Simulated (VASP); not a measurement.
# CoO (I4/mmm) in VASP: single point with LDA

Aim: the single point of CoO with LDA.

Everything below comes from runs of VASP 6.6.1. Logs are shortened: lines on timing, memory, paths and dates and some standing lists are left out, and cuts for length are marked.

## 1. The cell of the first run

Symmetry: I4/mmm, No. 139, tetragonal system. Conventional cell: a = 3.076 Å, b = 3.076 Å, c = 4.214 Å, α = 90.00°, β = 90.00°, γ = 90.00°. Co (site symmetry 4/mmm) has 6 O at 2.11 to 2.18 Å within 2.8 Å. Within 2.8 Å of O (site symmetry 4/mmm) lie 6 Co at 2.11 to 2.18 Å.

## 2. Single point, LDA, collinear spin, ferromagnetic start (equal xx and yy strain of +2 %)

The input, INCAR:

```
PREC = Accurate
ENCUT = 520
EDIFF = 1E-6
ISMEAR = -1
SIGMA = 0.03
LREAL = F
LASPH = T
NELM = 150
ALGO = Normal
ISIF = 2
LWAVE = F
LCHARG = F
ISPIN = 2
MAGMOM = 2 0
LORBIT = 11
LMAXMIX = 4
GGA = CA
ISYM = 0
NBANDS = 18
```

The input, KPOINTS:

```
regular mesh
0
Gamma
  13 13 15
```

The input, POSCAR:

```
CoO
1.0
   -1.5381601560      1.5381601560      2.1072499549
    1.5381601560     -1.5381601560      2.1072499549
    1.5381601560      1.5381601560     -2.1072499549
Co O
1 1
Direct
    0.0000000000      0.0000000000      0.0000000000
    0.5000000000      0.5000000000      0.0000000000
```

Potentials or basis: VASP PAW LDA potentials, release 64 (Co, O).

Run with:

```console
$ cat potpaw_LDA.64/Co/POTCAR potpaw_LDA.64/O/POTCAR > POTCAR
$ mpirun -np 1 vasp_std > vasp.out
```

OUTCAR:

```text
PREC = Accurate
   ENCUT = 520
   EDIFF = 1E-6
   ISMEAR = -1
   LREAL = F
   LASPH = T
   NELM = 150
   ISIF = 2
   ISPIN = 2
   LORBIT = 11
   GGA = CA
   ISYM = 0

 ion  position               nearest neighbor table
   1  0.000  0.000  0.000-   2 2.11   2 2.11   2 2.18   2 2.18   2 2.18   2 2.18
   2  0.500  0.500  0.000-   1 2.11   1 2.11   1 2.18   1 2.18   1 2.18   1 2.18

IMPORTANT INFORMATION: All symmetrisations will be switched off!
NOSYMM: (Re-)initialisation of all symmetry stuff for point group C_1.

----------------------------------------------------------------------------------------

                                     Primitive cell

  volume of cell :      19.9425

  direct lattice vectors                    reciprocal lattice vectors
    -1.538160156  1.538160156  2.107249955     0.000000000  0.325063680  0.237276076
     1.538160156 -1.538160156  2.107249955     0.325063680  0.000000000  0.237276076
     1.538160156  1.538160156 -2.107249955     0.325063680  0.325063680  0.000000000

  length of vectors
     3.028593024  3.028593024  3.028593024     0.402450409  0.402450409  0.459709464

  position of ions in fractional coordinates (direct lattice)
     0.000000000  0.000000000  0.000000000
     0.500000000  0.500000000  0.000000000

  ion indices of the primitive-cell ions
   primitive index   ion index
                 1           1
                 2           2

----------------------------------------------------------------------------------------

 KPOINTS: regular mesh

Automatic generation of k-mesh.
 Grid dimensions read from file:
 generate k-points for:   13   13   15

 Generating k-lattice:

  Cartesian coordinates                     Fractional coordinates (reciprocal lattice)
     0.000000000  0.025004898  0.018252006     0.076923077  0.000000000  0.000000000
     0.025004898  0.000000000  0.018252006     0.000000000  0.076923077  0.000000000
     0.021670912  0.021670912  0.000000000     0.000000000  0.000000000  0.066666667

  Length of vectors
     0.030957724  0.030957724  0.030647298

  Shift w.r.t. Gamma in fractional coordinates (k-lattice)
     0.000000000  0.000000000  0.000000000

 -----------------------------------------------------------------------------
|                                                                             |
|           W    W    AA    RRRRR   N    N  II  N    N   GGGG   !!!           |
|           W    W   A  A   R    R  NN   N  II  NN   N  G    G  !!!           |
|           W    W  A    A  R    R  N N  N  II  N N  N  G       !!!           |
|           W WW W  AAAAAA  RRRRR   N  N N  II  N  N N  G  GGG   !            |
|           WW  WW  A    A  R   R   N   NN  II  N   NN  G    G                |
|           W    W  A    A  R    R  N    N  II  N    N   GGGG   !!!           |
|                                                                             |
|     Your reciprocal lattice and k-lattice belong to different lattice       |
|     classes:                                                                |
|                                                                             |
|        The reciprocal lattice is body-centered tetragonal,                  |
|        whereas your k-lattice is base-centered monoclinic.                  |
|                                                                             |
|     Results are often still useful ...                                      |
|                                                                             |
 -----------------------------------------------------------------------------

 WARNING: IBZKPT: internal override: KBLOWUP is changed to .FALSE.
      ... skipping the blow-up phase ...

 Subroutine IBZKPT returns following result:
 ===========================================

 Found   1268 irreducible k-points:

 Following reciprocal coordinates:
            Coordinates               Weight
  0.000000  0.000000  0.000000      1.000000
  0.076923 -0.000000  0.000000      2.000000
  0.153846  0.000000  0.000000      2.000000
  0.230769 -0.000000  0.000000      2.000000
  0.307692  0.000000  0.000000      2.000000
  0.384615 -0.000000  0.000000      2.000000
[... 16 lines left out ...]
  0.153846  0.153846  0.000000      2.000000
  0.230769  0.153846  0.000000      2.000000
 [... further k-points ...]
   k-points           NKPTS =   1268   k-points in BZ     NKDIM =   1268   number of bands    NBANDS=     18
   number of dos      NEDOS =    301   number of ions     NIONS =      2
   total plane-waves  NPLWV =  13824
   dimension x,y,z NGX =    24 NGY =   24 NGZ =   24
   dimension x,y,z NGXF=    48 NGYF=   48 NGZF=   48
   ions per type =               1   1
   NGX,Y,Z   is equivalent  to a cutoff of  13.17, 13.17, 13.17 a.u.
   NGXF,Y,Z  is equivalent  to a cutoff of  26.35, 26.35, 26.35 a.u.
 SYSTEM =  unknown system
   PREC   = accura    normal or accurate (medium, high low for compatibility)
   ISTART =      0    job   : 0-new  1-cont  2-samecut
   ICHARG =      2    charge: 1-file 2-atom 10-const
   ISPIN  =      2    spin polarized calculation?
   LNONCOLLINEAR =      F non collinear calculations
   LSORBIT =      F    spin-orbit coupling
   LASPH  =      T    aspherical Exc in radial PAW
   ENCUT  =  520.0 eV  38.22 Ry    6.18 a.u.   5.63  5.63  5.63*2*pi/ulx,y,z
   NELM   =    150;   NELMIN=  2; NELMDL= -5     # of ELM steps
   EDIFF  = 0.1E-05   stopping-criterion for ELM
   LREAL  =      F    real-space projection
   EDIFFG = 0.1E-04   stopping-criterion for IOM
   NSW    =      0    number of steps for IOM
   IBRION =     -1    ionic relax: 0-MD 1-quasi-New 2-CG
   NFREE  =      0    steps in history (QN), initial steepest desc. (CG)
   ISIF   =      2    stress and relaxation
   ISYM   =      0    0-nonsym 1-usesym 2-fastsym
   POTIM  = 0.5000    time-step for ionic-motion
   TEBEG  =    0.0;   TEEND  =   0.0 temperature during run
   PSTRESS=    0.0 pullay stress
   NELECT =      15.0000    total number of electrons
   NUPDOWN=      -1.0000    fix difference up-down
   EMIN   =  10.00;   EMAX   =-10.00  energy-range for DOS
   EFERMI =   0.00;   METHOD = LEGACY
   ISMEAR =    -1;   SIGMA  =   0.03  broadening in eV -4-tet -1-fermi 0-gaus
   EFERMI_NEDOS =   21; number of points for ismear=-14 and -15
   IALGO  =     38    algorithm
   IMIX   =      4    mixing-type and parameters
     AMIX     =   0.40;   BMIX     =  1.00
     AMIX_MAG =   1.60;   BMIX_MAG =  1.00
  volume/ion in A,a.u.               =       9.97        67.29
  Fermi-wavevector in a.u.,A,eV,Ry     =   1.488831  2.813483 30.158933  2.216619
  Thomas-Fermi vector in A             =   2.601816
   LORBIT       =     11    0 simple, 1 ext, 2 COOP (PROOUT), +10 PAW based schemes
   GGA     = CA    functional components
   LHFCALC =     F    Hartree Fock is set to
   AEXX    =    0.0000 exact exchange contribution
   IVDW    =     0    specifies the selected vdW correction
   LEPSILON=     F    determine dielectric tensor
   LRPA    =     F    only Hartree local field effects (RPA)
 spin polarized calculation
  energy-cutoff  :      520.00
  volume of cell :       19.94
 maximum number of plane-waves:       550
   NGX = 11   NGY = 11   NGZ = 11

 number of electron      15.0000004 magnetization       2.8521259

 Free energy of the ion-electron system (eV)
  ---------------------------------------------------
  ext. energy  EPLUGINS =         0.00000000
  ---------------------------------------------------
  free energy    TOTEN  =       -14.56678238 eV

  energy without entropy =      -14.55424283  energy(sigma->0) =      -14.56051260

 E-fermi :   7.1966     XC(G=0): -12.7084

 val. band max:        7.1964998069   @ k =   0.0000   0.0000   0.2667
 cond. band min:       7.1972171428   @ k =  -0.3846   0.0769   0.3333
 fundamental gap:      0.0007173359
 Fermi energy:         7.1965683137

 spin component 1

 k-point     1 :       0.0000    0.0000    0.0000
  band No.  band energies     occupation
      1     -12.5910      1.00000
      2       3.9638      1.00000
      3       4.0681      1.00000
      4       4.0683      1.00000
      5       4.1817      1.00000
      6       4.1827      1.00000
[... 10 lines left out ...]
     17      28.6395      0.00000
     18      30.9564      0.00000

 k-point     2 :       0.0769   -0.0000    0.0000
  band No.  band energies     occupation
      1     -12.5310      1.00000
      2       3.3699      1.00000
      3       3.4285      1.00000
      4       3.4666      1.00000
      5       4.2300      1.00000
      6       4.3194      1.00000
[... 10 lines left out ...]
     17      28.9249      0.00000
     18      31.8797      0.00000

 k-point     3 :       0.1538    0.0000    0.0000
  band No.  band energies     occupation
      1     -12.3602      1.00000
      2       2.3723      1.00000
      3       2.7804      1.00000
      4       2.8494      1.00000
      5       4.3447      1.00000
      6       4.4284      1.00000
[... 10 lines left out ...]
     17      30.8617      0.00000
     18      33.6692      0.00000

 k-point     4 :       0.2308   -0.0000    0.0000
  band No.  band energies     occupation
      1     -12.1062      1.00000
      2       1.3056      1.00000
      3       2.2368      1.00000
      4       2.3173      1.00000
      5       4.5110      1.00000
      6       4.5772      1.00000
[... 375 lines left out ...]
      4       2.8637      1.00000
      5       4.4212      1.00000
      6       4.4749      1.00000
[... 10 lines left out ...]
     17      32.3001      0.00000
     18      33.6837      0.00000

 k-point    23 :       0.1538    0.1538    0.0000
  band No.  band energies     occupation
      1     -12.0258      1.00000
      2       1.0685      1.00000
      3       1.9874      1.00000
      4       2.5914      1.00000
      5       4.5136      1.00000
      6       4.5824      1.00000
[... 10 lines left out ...]
     17      33.7770      0.00000
     18      35.0814      0.00000

 k-point    24 :       0.2308    0.1538    0.0000
  band No.  band energies     occupation
      1     -11.7780      1.00000
      2       0.4326      1.00000
      3       1.6867      1.00000
      4       2.1397      1.00000
      5       4.6362      1.00000
      6       4.7038      1.00000
[... 10 lines left out ...]
     17      34.3773      0.00000
     18      35.4414      0.00000

 [... further k-points ...]

 spin component 2

 k-point     1 :       0.0000    0.0000    0.0000
  band No.  band energies     occupation
      1     -12.0706      1.00000
      2       4.5210      1.00000
      3       4.6642      1.00000
      4       4.6653      1.00000
      5       6.1183      1.00000
      6       6.1187      1.00000
[... 10 lines left out ...]
     17      29.4491      0.00000
     18      31.7306      0.00000

 k-point     2 :       0.0769   -0.0000    0.0000
  band No.  band energies     occupation
      1     -12.0092      1.00000
      2       4.0834      1.00000
      3       4.3523      1.00000
      4       4.4289      1.00000
      5       6.1999      1.00000
      6       6.2217      1.00000
[... 10 lines left out ...]
     17      29.6727      0.00000
     18      32.6663      0.00000

 k-point     3 :       0.1538    0.0000    0.0000
  band No.  band energies     occupation
      1     -11.8342      1.00000
      2       3.0539      1.00000
      3       3.8682      1.00000
      4       3.9501      1.00000
      5       6.3655      1.00000
      6       6.3905      1.00000
[... 10 lines left out ...]
     17      31.4553      0.00000
     18      34.4676      0.00000

 k-point     4 :       0.2308   -0.0000    0.0000
  band No.  band energies     occupation
      1     -11.5735      1.00000
      2       1.9494      1.00000
      3       3.3773      1.00000
      4       3.4604      1.00000
      5       6.5749      1.00000
      6       6.5889      1.00000
[... 375 lines left out ...]
      4       3.8093      1.00000
      5       6.3969      1.00000
      6       6.5815      1.00000
[... 10 lines left out ...]
     17      32.8660      0.00000
     18      34.4415      0.00000

 k-point    23 :       0.1538    0.1538    0.0000
  band No.  band energies     occupation
      1     -11.4903      1.00000
      2       1.7811      1.00000
      3       3.1800      1.00000
      4       3.4429      1.00000
      5       6.4878      1.00000
      6       6.8700      0.99998
[... 10 lines left out ...]
     17      34.4915      0.00000
     18      35.6171      0.00000

 k-point    24 :       0.2308    0.1538    0.0000
  band No.  band energies     occupation
      1     -11.2344      1.00000
      2       1.1079      1.00000
      3       2.8742      1.00000
      4       2.9934      1.00000
      5       6.6411      1.00000
      6       6.9332      0.99985
[... 10 lines left out ...]
     17      34.9410      0.00000
     18      35.9516      0.00000

 [... further k-points ...]

------------------------ aborting loop because EDIFF is reached ----------------------------------------

  FORCE on cell =-STRESS in cart. coord.  units (eV):
  Direction    XX          YY          ZZ          XY          YZ          ZX
  --------------------------------------------------------------------------------------
  -------------------------------------------------------------------------------------
  Total       -2.8944808     -2.8944811     -3.0780899     -0.0061445     -0.0006084     -0.0006066
  in kB     -232.5423678   -232.5423973   -247.2935151     -0.4936518     -0.0488755     -0.0487366
  external PRESSURE =    -237.4594267 kB  Pullay stress =       0.0000000 kB

 VOLUME and BASIS-vectors are now :
 -----------------------------------------------------------------------------
  energy-cutoff  :      520.00
  volume of cell :       19.94
      direct lattice vectors                 reciprocal lattice vectors
    -1.538160156  1.538160156  2.107249955     0.000000000  0.325063680  0.237276076
     1.538160156 -1.538160156  2.107249955     0.325063680  0.000000000  0.237276076
     1.538160156  1.538160156 -2.107249955     0.325063680  0.325063680  0.000000000

 POSITION                                       TOTAL-FORCE (eV/Angst)
 -----------------------------------------------------------------------------------
      0.00000      0.00000      0.00000         0.000012      0.000001      0.000001
      0.00000      0.00000      2.10725        -0.000012     -0.000001     -0.000001
 -----------------------------------------------------------------------------------
    total drift:                                0.000001      0.000000     -0.000001

  FREE ENERGIE OF THE ION-ELECTRON SYSTEM (eV)
  ---------------------------------------------------
  free  energy   TOTEN  =       -14.5667823783 eV

  energy  without entropy=      -14.5542428311  energy(sigma->0) =      -14.56051260

 total charge

# of ion       s       p       d       tot
------------------------------------------
    1        0.289   0.340   7.159   7.788
    2        1.546   3.368   0.000   4.914
--------------------------------------------------
tot          1.835   3.708   7.159  12.702

 magnetization (x)

# of ion       s       p       d       tot
------------------------------------------
    1        0.019   0.017   2.437   2.473
    2        0.027   0.288   0.000   0.315
--------------------------------------------------
tot          0.046   0.305   2.437   2.788
```

It took 25 min on 1 thread of Oxide Virtual Turin-like, shared host; peak memory 0.67 GiB.

Results:

* Free energy: -14.5668 eV
* Pressure: -23.7 GPa
* Net moment: 2.85 μB per cell
* Site moments: Co +2.47; O +0.32 μB
* Valence electrons inside the program's atomic spheres: Co 7.79; O 4.91

Levels at points of the mesh, in eV from the Fermi level:
Spin up:
```
           k point  band 7  band 8  band 9  band 10  band 11  band 12
(0.00, 0.00, 0.00)   -2.97   -2.97   -2.83     0.80    16.54    17.68
```
Spin down:
```
           k point  band 3  band 4  band 5  band 6  band 7  band 8  band 9  band 10
(0.00, 0.00, 0.00)   -2.53   -2.53   -1.08   -1.08   -0.92   -0.42   -0.40     1.35
```

Caveat: the cell differs from its parent crystal (equal xx and yy strain of +2 %); the cell stands under tension; a cell with one magnetic atom can't hold antiferromagnetic order, which such compounds often take; semilocal functionals often make such compounds metallic where correlation or magnetic order opens a gap, which also shifts bond lengths.
